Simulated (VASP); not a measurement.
A run of VASP 6.6.1 is set up as follows.

INCAR

```
PREC = Accurate
ENCUT = 600
EDIFF = 1E-7
ISMEAR = 0
SIGMA = 0.1
LREAL = F
LASPH = T
NELM = 120
ALGO = Normal
ISIF = 3
LWAVE = F
LCHARG = F
GGA = PE
IBRION = 2
NSW = 100
EDIFFG = -0.01
GGA_COMPAT = F
NELMIN = 4
```

File KPOINTS:

```
Automatic mesh
0
Gamma
  18 18 4
```

File POSCAR:

```
C
1.0
    1.2332461097     -2.1360570061      0.0000000000
    1.2332461097      2.1360570061      0.0000000000
    0.0000000000      0.0000000000     12.2664096066
C
6
Direct
    0.1666743790      0.8333256210      0.6711359690
    0.8333256210      0.1666743790      0.6711359690
    0.8333256210      0.1666743790      0.3288640310
    0.1666743790      0.8333256210      0.3288640310
    0.3333193128      0.6666806872      0.0000000000
    0.6666806872      0.3333193128      0.0000000000
```

Potentials or basis: VASP PAW PBE potentials, release 64 (C).

Command:

```sh
$ cat potpaw_PBE.64/C/POTCAR > POTCAR
$ mpirun -np 1 vasp_std > vasp.out
```

(1) Predict the space group after relaxing (to 0.1 Å).

(2) Predict the band gap on the k mesh.

(3) Estimate the relaxed volume.

(4) Estimate the relaxed cell.

Answers

(1) Cmmm (No. 65).

(2) zero (bands 12 and 13 overlap by 0.05 eV).

(3) 10.77 Å³/atom.

(4) a = 2.467 Å, b = 2.467 Å, c = 12.266 Å, α = 90.00°, β = 90.00°, γ = 120.00°.

Caveat: this functional lacks dispersion, which binds layers or chains, so the pressure and a relaxed spacing across them are unreliable.
